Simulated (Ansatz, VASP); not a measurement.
# Ag: VASP beside Ansatz

Contents of INCAR:

```
SYSTEM = Ag
PREC = Accurate
ENCUT = 630
EDIFF = 1E-6
ISMEAR = 0
SIGMA = 0.1
LREAL = .False.
LASPH = .True.
NELM = 120
ALGO = Normal
ISIF = 2
LWAVE = .False.
LCHARG = .True.
GGA = PE
LELF = .True.
LVHAR = .True.
NBANDS = 46
GGA_COMPAT = .False.
```

KPOINTS

```
Automatic mesh
0
Gamma
  6 6 4
  0 0 0
```

POSCAR

```
Ag
1.0
    2.7344894590     -1.8072883468      0.0000000000
    2.7344894590      1.8072883468      0.0000000000
    0.0000000000      0.0000000000      7.3723795752
Ag
4
Direct
    0.8500000000      0.1500000000      0.1170000000
    0.6500000000      0.3500000000      0.6170000000
    0.1500000000      0.8500000000      0.8830000000
    0.3500000000      0.6500000000      0.3830000000
```

Input for Ansatz:

```yaml
crystal:
  lattice:
    - [2.734489459, -1.8072883468, 0.0]
    - [2.734489459, 1.8072883468, 0.0]
    - [0.0, 0.0, 7.3723795752]
  atoms:
    - { symbol: Ag, position: [0.85, 0.15, 0.117] }
    - { symbol: Ag, position: [0.65, 0.35, 0.617] }
    - { symbol: Ag, position: [0.15, 0.85, 0.883] }
    - { symbol: Ag, position: [0.35, 0.65, 0.383] }
basis:
  ecutwfc: 420
kpoints:
  mp_grid: { grid: [6, 6, 4] }
hamiltonian:
  xc: pbe
scf:
  occupations: { method: gaussian, width: 0.1 }
  lower_state_search: "off"
output:
  forces: true
  stress: true
  eigenvalues: true
```

Alike in both runs: task single point; functional PBE; k mesh 6 × 6 × 4; occupations gaussian, width 0.1 eV; no spin polarisation.

|  | VASP | Ansatz |
| --- | --- | --- |
| version | VASP 6.6.1 | Ansatz 0.2.0 |
| potentials or method | VASP PAW PBE potentials, release 64 (Ag_sv_GW), cutoff 630 eV | scalar-relativistic, plane waves, PAW |
| valence electrons in the cell | 76 | 76 |

Ansatz gave:

```
gap on the k mesh at the Fermi level (eV) : none
rms of the force components (eV/Å)        : 7.604
```

Task: Estimate VASP's values.

Result: gap on the k mesh at the Fermi level (eV): none; rms of the force components (eV/Å): 7.632.

Atom by atom the forces differ by 0.029 eV/Å (rms over components). A gap of «none» marks a metal or a gap that the smearing closes. With one functional, cell and mesh, what is left measures potentials, basis and numerics.
